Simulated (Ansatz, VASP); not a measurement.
Two plane-wave programs on Sb2P

```xyz
6
Lattice="0.0000 4.2701 4.2701 4.2701 0.0000 4.2701 4.2701 4.2701 0.0000" Properties=species:S:1:pos:R:3 pbc="T T T"
Sb    5.3377    5.3377    5.3377
Sb    5.3377    3.2026    3.2026
Sb    3.2026    3.2026    5.3377
Sb    3.2026    5.3377    3.2026
P     0.0000    0.0000    0.0000
P     2.1351    2.1351    2.1351
```

Alike in both runs: functional r2SCAN; k mesh 8 × 8 × 8; occupations gaussian, width 0.1 eV; no spin polarisation.

Ansatz relaxed the structure, and its values are those at the end. VASP's run is a single point on that final structure, the one shown.

|  | VASP | Ansatz |
| --- | --- | --- |
| version | VASP 6.6.1 | Ansatz 0.2.0 |
| potentials or method | VASP PAW PBE potentials, release 64 (Sb, P), cutoff 520 eV | scalar-relativistic, plane waves, PAW |
| valence electrons in the cell | 30 | 70 |

```csv
,VASP,Ansatz,Ansatz less VASP
gap on the k mesh at the Fermi level (eV),none,none,-
pressure (GPa),0.0,0.0,+0.01
```

VASP's potentials were made for PBE, not for r2SCAN. A gap of «none» marks a metal or a gap that the smearing closes. VASP's potentials hold 30 valence electrons a cell and Ansatz's 70, so a difference there can come from the potentials and not from the codes.

Neither program's run includes spin-orbit coupling.
